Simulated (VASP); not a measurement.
# Cu (Pm-3m) in VASP: further runs

Runs on Cu. Level: PBE. Tasks: single point.

Program: VASP 6.6.1. These are calculated values, not measurements. Logs are shortened: lines on timing, memory, paths and dates and some standing lists are left out, and cuts for length are marked.

**1. The cell of the first run**

The structure is cubic, space group Pm-3m (No. 221). Conventional cell: a = 2.391 Å, b = 2.391 Å, c = 2.391 Å, α = 90.00°, β = 90.00°, γ = 90.00°. Cu (site symmetry m-3m) has 6 Cu at 2.39 Å within 3.2 Å.

**2. Single point, PBE**

File INCAR:

```
  PREC = Accurate
  ENCUT = 520
  EDIFF = 1E-6
  ISMEAR = -1
  SIGMA = 0.06122561905347299
  LREAL = False
  LASPH = True
  NELM = 80
  ALGO = Normal
  ISIF = 2
  LWAVE = False
  LCHARG = False
  GGA = PE
  NBANDS = 12
```

File KPOINTS:

```
Automatic mesh
0
Gamma
  23 23 23
```

File POSCAR:

```
Cu
1.0
    2.3908615441      0.0000000000      0.0000000000
    0.0000000000      2.3908615441      0.0000000000
    0.0000000000      0.0000000000      2.3908615441
Cu
1
Direct
    0.0000000000      0.0000000000      0.0000000000
```

Potentials or basis: VASP PAW PBE potentials, release 64 (Cu).

Launch:

```sh
$ cat potpaw_PBE.64/Cu/POTCAR > POTCAR
$ mpirun -np 1 vasp_std > vasp.out
```

OUTCAR:

```text
PREC = Accurate
   ENCUT = 520
   EDIFF = 1E-6
   ISMEAR = -1
   LREAL = False
   LASPH = True
   NELM = 80
   ISIF = 2
   GGA = PE

 ion  position               nearest neighbor table
   1  0.000  0.000  0.000-

  LATTYP: Found a simple cubic cell.
 ALAT       =     2.3908615441

  Lattice vectors:

 A1 = (   2.3908615441,   0.0000000000,   0.0000000000)
 A2 = (   0.0000000000,   2.3908615441,   0.0000000000)
 A3 = (   0.0000000000,   0.0000000000,   2.3908615441)

Analysis of symmetry for initial positions (statically):
=====================================================================
 Subroutine PRICEL returns:
 Original cell was already a primitive cell.

 Routine SETGRP: Setting up the symmetry group for a
 simple cubic supercell.

 Subroutine GETGRP returns: Found 48 space group operations
 (whereof 48 operations were pure point group operations)
 out of a pool of 48 trial point group operations.

The static configuration has the point symmetry O_h .

Analysis of symmetry for dynamics (positions and initial velocities):
=====================================================================
 Subroutine PRICEL returns:
 Original cell was already a primitive cell.

 Routine SETGRP: Setting up the symmetry group for a
 simple cubic supercell.

 Subroutine GETGRP returns: Found 48 space group operations
 (whereof 48 operations were pure point group operations)
 out of a pool of 48 trial point group operations.

The dynamic configuration has the point symmetry O_h .

 Subroutine INISYM returns: Found 48 space group operations
 (whereof 48 operations are pure point group operations),
 and found     1 'primitive' translations

----------------------------------------------------------------------------------------

                                     Primitive cell

  volume of cell :      13.6667

  direct lattice vectors                    reciprocal lattice vectors
     2.390861544  0.000000000  0.000000000     0.418259268  0.000000000  0.000000000
     0.000000000  2.390861544  0.000000000     0.000000000  0.418259268  0.000000000
     0.000000000  0.000000000  2.390861544     0.000000000  0.000000000  0.418259268

  length of vectors
     2.390861544  2.390861544  2.390861544     0.418259268  0.418259268  0.418259268

[... 77 lines left out ...]
   NELM   =     80;   NELMIN=  2; NELMDL= -5     # of ELM steps
   EDIFF  = 0.1E-05   stopping-criterion for ELM
   LREAL  =      F    real-space projection
   EDIFFG = 0.1E-04   stopping-criterion for IOM
   NSW    =      0    number of steps for IOM
   IBRION =     -1    ionic relax: 0-MD 1-quasi-New 2-CG
   NFREE  =      0    steps in history (QN), initial steepest desc. (CG)
   ISIF   =      2    stress and relaxation
   ISYM   =      2    0-nonsym 1-usesym 2-fastsym
   POTIM  = 0.5000    time-step for ionic-motion
   TEBEG  =    0.0;   TEEND  =   0.0 temperature during run
   PSTRESS=    0.0 pullay stress
   NELECT =      11.0000    total number of electrons
   NUPDOWN=      -1.0000    fix difference up-down
   EMIN   =  10.00;   EMAX   =-10.00  energy-range for DOS
   EFERMI =   0.00;   METHOD = LEGACY
   ISMEAR =    -1;   SIGMA  =   0.06  broadening in eV -4-tet -1-fermi 0-gaus
   EFERMI_NEDOS =   21; number of points for ismear=-14 and -15
   IALGO  =     38    algorithm
   IMIX   =      4    mixing-type and parameters
     AMIX     =   0.40;   BMIX     =  1.00
     AMIX_MAG =   1.60;   BMIX_MAG =  1.00
  volume/ion in A,a.u.               =      13.67        92.23
  Fermi-wavevector in a.u.,A,eV,Ry     =   1.522830  2.877731 31.552045  2.319010
  Thomas-Fermi vector in A             =   2.631356
   LORBIT       =      0    0 simple, 1 ext, 2 COOP (PROOUT), +10 PAW based schemes
   GGA     = PE    functional components
   LHFCALC =     F    Hartree Fock is set to
   AEXX    =    0.0000 exact exchange contribution
   IVDW    =     0    specifies the selected vdW correction
   LEPSILON=     F    determine dielectric tensor
   LRPA    =     F    only Hartree local field effects (RPA)
 non-spin polarized calculation
  energy-cutoff  :      520.00
  volume of cell :       13.67
 maximum number of plane-waves:       384
 NGX is ok and might be reduce to    18
   NGX =  9   NGY =  9   NGZ =  9

 number of electron      11.0000028 magnetization

 Free energy of the ion-electron system (eV)
  ---------------------------------------------------
  ext. energy  EPLUGINS =         0.00000000
  ---------------------------------------------------
  free energy    TOTEN  =        -3.26496383 eV

  energy without entropy =       -3.26137383  energy(sigma->0) =       -3.26316883

 E-fermi :   5.7524     XC(G=0): -11.8132

 val. band max:        5.7227000793   @ k =   0.3913   0.2174   0.1739
 cond. band min:       5.7805953074   @ k =   0.3478   0.3478   0.0870
 fundamental gap:      0.0578952281
 Fermi energy:         5.7523716985

 k-point     1 :       0.0000    0.0000    0.0000
  band No.  band energies     occupation
      1      -2.3501      2.00000
      2       1.9147      2.00000
      3       1.9147      2.00000
      4       4.4600      2.00000
      5       4.4600      2.00000
      6       4.4600      2.00000
      7      23.5106      0.00000
      8      23.5106      0.00000
      9      23.5106      0.00000
     10      26.9453      0.00000
     11      26.9453      0.00000
     12      30.7899      0.00000
[... 331 lines left out ...]
 k-point    24 :       0.0870    0.0870    0.0000
  band No.  band energies     occupation
      1      -1.9352      2.00000
      2       1.9880      2.00000
      3       2.0447      2.00000
      4       4.3362      2.00000
      5       4.3947      2.00000
      6       4.4138      2.00000
      7      20.9038      0.00000
      8      21.5252      0.00000
      9      24.0490      0.00000
     10      27.8415      0.00000
     11      30.1013      0.00000
     12      32.8235      0.00000

 [... further k-points ...]
[... 5 lines left out ...]
  --------------------------------------------------------------------------------------
  -------------------------------------------------------------------------------------
  Total        0.2091810      0.2091810      0.2091810      0.0000000     -0.0000000      0.0000000
  in kB       24.5227678     24.5227678     24.5227678      0.0000000     -0.0000000      0.0000000
  external PRESSURE =      24.5227678 kB  Pullay stress =       0.0000000 kB

 VOLUME and BASIS-vectors are now :
 -----------------------------------------------------------------------------
  energy-cutoff  :      520.00
  volume of cell :       13.67
      direct lattice vectors                 reciprocal lattice vectors
     2.390861544  0.000000000  0.000000000     0.418259268  0.000000000  0.000000000
     0.000000000  2.390861544  0.000000000     0.000000000  0.418259268  0.000000000
     0.000000000  0.000000000  2.390861544     0.000000000  0.000000000  0.418259268

 POSITION                                       TOTAL-FORCE (eV/Angst)
 -----------------------------------------------------------------------------------
      0.00000      0.00000      0.00000         0.000000      0.000000      0.000000
 -----------------------------------------------------------------------------------
    total drift:                                0.000000      0.000000     -0.000000

  FREE ENERGIE OF THE ION-ELECTRON SYSTEM (eV)
  ---------------------------------------------------
  free  energy   TOTEN  =        -3.2649638300 eV

  energy  without entropy=       -3.2613738327  energy(sigma->0) =       -3.26316883
```

OSZICAR:

```text
N       E                     dE             d eps       ncg     rms          rms(c)
DAV:   1     0.437477279104E+02    0.43748E+02   -0.53999E+03  9516   0.145E+03
DAV:   2    -0.257451482560E+01   -0.46322E+02   -0.42996E+02  8988   0.196E+02
DAV:   3    -0.398793369392E+01   -0.14134E+01   -0.13992E+01 10240   0.399E+01
DAV:   4    -0.399768518194E+01   -0.97515E-02   -0.97499E-02  9776   0.297E+00
DAV:   5    -0.399779391391E+01   -0.10873E-03   -0.10873E-03 10452   0.325E-01    0.718E+00
DAV:   6    -0.367808691536E+01    0.31971E+00   -0.12975E+01 10272   0.684E+01    0.414E+00
DAV:   7    -0.327367545526E+01    0.40441E+00   -0.22347E+00 10140   0.287E+01    0.349E-01
DAV:   8    -0.326838629438E+01    0.52892E-02   -0.20985E-02 11372   0.280E+00    0.451E-01
DAV:   9    -0.326501320883E+01    0.33731E-02   -0.23354E-02 10664   0.263E+00    0.629E-02
DAV:  10    -0.326496298130E+01    0.50228E-04   -0.33776E-04 12440   0.322E-01    0.608E-03
DAV:  11    -0.326496402037E+01   -0.10391E-05   -0.26127E-06 10092   0.172E-02    0.218E-03
DAV:  12    -0.326496383002E+01    0.19035E-06   -0.49099E-07  5680   0.119E-02
   1 F= -.32649638E+01 E0= -.32631688E+01  d E =-.359000E-02
```

Wall time 22 s (1 thread of AMD EPYC 9R45 (Zen 5), shared host); peak memory 0.13 GiB.

Results:

```yaml
Free_energy: -3.2650 eV
Pressure: 2.5 GPa
```

Levels at points of the mesh, in eV from the Fermi level:
```
           k point  band 3  band 4  band 5  band 6  band 7  band 8  band 9  band 10
(0.00, 0.00, 0.00)   -3.84   -1.29   -1.29   -1.29   17.76   17.76   17.76    21.19
```

**3. Single point, PBE**

This run uses another cell than the first one, of 13.95 Å³/atom, 1.020 times its volume.

File INCAR:

```
SYSTEM = Cu
PREC = Accurate
ENCUT = 520
EDIFF = 1E-6
ISMEAR = -1
SIGMA = 0.06122561905347299
LREAL = .False.
LASPH = .True.
NELM = 60
ALGO = Normal
ISIF = 2
LWAVE = .False.
LCHARG = .False.
GGA = PE
NBANDS = 12
```

File KPOINTS:

```
Automatic mesh
0
Gamma
  23 23 23
  0 0 0
```

File POSCAR:

```
Cu
1.0
    2.4070165040      0.0000000000      0.0000000000
    0.0000000000      2.4070165040      0.0000000000
    0.0000000000      0.0000000000      2.4070165040
Cu
1
Direct
    0.0000000000      0.0000000000      0.0000000000
```

Potentials or basis: VASP PAW PBE potentials, release 64 (Cu).

Launch:

```sh
$ cat potpaw_PBE.64/Cu/POTCAR > POTCAR
$ mpirun -np 1 vasp_std > vasp.out
```

It took 22 s on 1 thread of AMD EPYC 9R45 (Zen 5), shared host; peak memory 0.13 GiB.

It converged, with:

- Free energy: -3.2674 eV
- Pressure: 0.3 GPa

Levels at points of the mesh, in eV from the Fermi level:
```tsv
k point	band 2	band 3	band 4	band 5	band 6	band 7	band 8	band 9	band 10	band 11
(0.00, 0.00, 0.00)	-3.75	-3.75	-1.28	-1.28	-1.28	17.54	17.54	17.54	20.94	20.94
```
